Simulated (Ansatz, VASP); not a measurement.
# One calculation of Pt, two programs

```
Pt
1.0
     0.00000    1.95903    1.95903
     1.95903    0.00000    1.95903
     1.95903    1.95903    0.00000
Pt
1
Direct
  0.00000 0.00000 0.00000
```

Alike in both runs: task single point; functional PBEsol; k mesh 14 × 14 × 14; occupations gaussian, width 0.15 eV; no spin polarisation.

|  | VASP | Ansatz |
| --- | --- | --- |
| version | VASP 6.6.1 | Ansatz 0.2.0 |
| potentials or method | VASP PAW PBE potentials, release 64 (Pt), cutoff 520 eV | scalar-relativistic, plane waves, PAW |
| valence electrons in the cell | 10 | 18 |

Ansatz gave:

- gap on the k mesh at the Fermi level (eV): none
- pressure (GPa): 0.0

Q: Which values does VASP return?

A: gap on the k mesh at the Fermi level (eV): none; pressure (GPa): -0.4.

VASP's potentials were made for PBE, not for PBEsol. A gap of «none» marks a metal or a gap that the smearing closes. VASP's potentials hold 10 valence electrons a cell and Ansatz's 18, so a difference there can come from the potentials and not from the codes.

Neither program's run includes spin-orbit coupling.
